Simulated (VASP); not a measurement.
A run of VASP 6.6.1:

POSCAR

```
InAs
1.0
    0.0000000000      3.0545915924      3.0545915924
    3.0545915924      0.0000000000      3.0545915924
    3.0545915924      3.0545915924      0.0000000000
In As
1 1
Direct
    0.0000000000      0.0000000000      0.0000000000
    0.2500000000      0.2500000000      0.2500000000
```

INCAR.step1

```
SYSTEM = InAs
ALGO = Normal
EDIFF = 1E-5
ENCUT = 520
GGA = PE
ISIF = 2
ISMEAR = -1
LASPH = .True.
LCHARG = .False.
LREAL = .False.
LWAVE = .True.
NBANDS = 16
NELM = 80
PREC = Accurate
SIGMA = 0.02
```

Contents of INCAR.step2:

```
SYSTEM = InAs
AEXX = 0.2
ALGO = Normal
EDIFF = 1E-6
ENCUT = 520
GGA = PE
ISIF = 2
ISMEAR = -1
ISTART = 1
LASPH = .True.
LCHARG = .False.
LHFCALC = .True.
LREAL = .False.
LWAVE = .False.
NBANDS = 16
NELM = 80
PREC = Accurate
PRECFOCK = Normal
SIGMA = 0.02
```

KPOINTS

```
k-points
0
Gamma
  4 4 4
  0 0 0
```

Potentials or basis: VASP PAW PBE potentials, release 64 (In_d, As).

Command:

```console
$ cat potpaw_PBE.64/In_d/POTCAR potpaw_PBE.64/As/POTCAR > POTCAR
$ cp INCAR.step1 INCAR
$ mpirun -np 1 vasp_std > vasp.out
$ cp INCAR.step2 INCAR
$ mpirun -np 1 vasp_std > vasp.out
```

Hardware: 1 thread of AMD EPYC 7R13 Processor (Zen 3) (shared host).

Problem. Estimate the wall time of this run.

Solution. It took 12 min on 1 thread of AMD EPYC 7R13 Processor (Zen 3) (shared host), peak memory 0.17 GiB. Counts: k points 8.
